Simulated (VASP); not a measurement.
Runs of VASP 6.6.1 on ReS. The structure is that of space group F-43m (No. 216), or close to it. The cells are those of the table. 

```tsv
task	potentials or basis	spin	cell	k mesh	cutoff (eV)	second run	gap on the mesh (eV)	pressure (GPa)	relaxed volume (Å³/atom)
single point	VASP PAW PBE potentials, release 64 (Re, S)	collinear, ferromagnetic start	a = 3.666 Å, angles 60.0°, 2 atoms	14 × 14 × 14	520	-	none	2.0	-
relaxation of cell and atoms	VASP PAW PBE potentials, release 64 (Re, S)	off	relaxed from a = 3.557 Å, angles 60.0°, 2 atoms	8 × 8 × 8	600	-	none	-0.2	(b)
single point	VASP PAW PBE potentials, release 64 (Re_sv_GW, S)	off	a = 3.666 Å, angles 60.0°, 2 atoms	14 × 14 × 14	500	valence_matched	none	-0.9	-
single point	VASP PAW PBE potentials, release 64 (Re_sv_GW, S)	off	a = 3.666 Å, angles 60.0°, 2 atoms	8 × 8 × 8	500	valence_matched	none	-1.2	-
relaxation of cell and atoms	VASP PAW PBE potentials, release 64 (Re_sv_GW, S)	off	relaxed from a = 3.557 Å, angles 60.0°, 2 atoms	8 × 8 × 8	500	valence_matched	none	-0.1	(a)
```

Alike in all rows: level PBEsol; smearing gaussian 0.1 eV.

**Question.** Fill in the values left out.

**Answer.** (a) 17.33; (b) 17.59.

Caveats: the PAW data sets were made with another functional, which shifts forces and pressure a little; spin-orbit coupling is left out, which moves the levels of the heavy elements.

A k mesh can miss the band edges, and the runs leave out spin-orbit coupling on Re.

A gap of «none» marks levels without a gap at the run's occupations.

The runs don't all hold the same shells in valence.
